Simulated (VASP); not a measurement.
A run of VASP 6.6.1:

The input INCAR:

```
SYSTEM = As
  ALGO = Normal
  EDIFF = 1E-6
  ENCUT = 520
  GGA = PE
  ISIF = 2
  ISMEAR = 0
  LASPH = .True.
  LCHARG = .False.
  LREAL = .False.
  LWAVE = .False.
  NBANDS = 12
  NELM = 100
  PREC = Accurate
  SIGMA = 0.1
```

The input KPOINTS:

```
k-points
0
Gamma
  6 6 6
  0 0 0
```

POSCAR

```
As
1.0
    1.4048131583     -4.2092999068      0.0208808903
    1.4048131583      4.2092999068      0.0208808903
   -0.0690263213      0.0000000000      3.7460993349
As
2
Direct
    0.8993326213      0.1006673787      0.2500000000
    0.1006673787      0.8993326213      0.7500000000
```

Potentials or basis: VASP PAW PBE potentials, release 64 (As).

Command:

```bash
$ cat potpaw_PBE.64/As/POTCAR > POTCAR
$ mpirun -np 1 vasp_std > vasp.out
```

Hardware: 1 thread of Intel(R) Xeon(R) Platinum 8124M CPU @ 3.00GHz (Skylake/Cascade Lake), with other jobs on the host.

**Question.** How long does it take, and how much memory?

**Answer.** Run time: 24 s on 1 thread of Intel(R) Xeon(R) Platinum 8124M CPU @ 3.00GHz (Skylake/Cascade Lake), on a shared host, peak memory 0.19 GiB. Counts: scf iterations 10, k points 68.
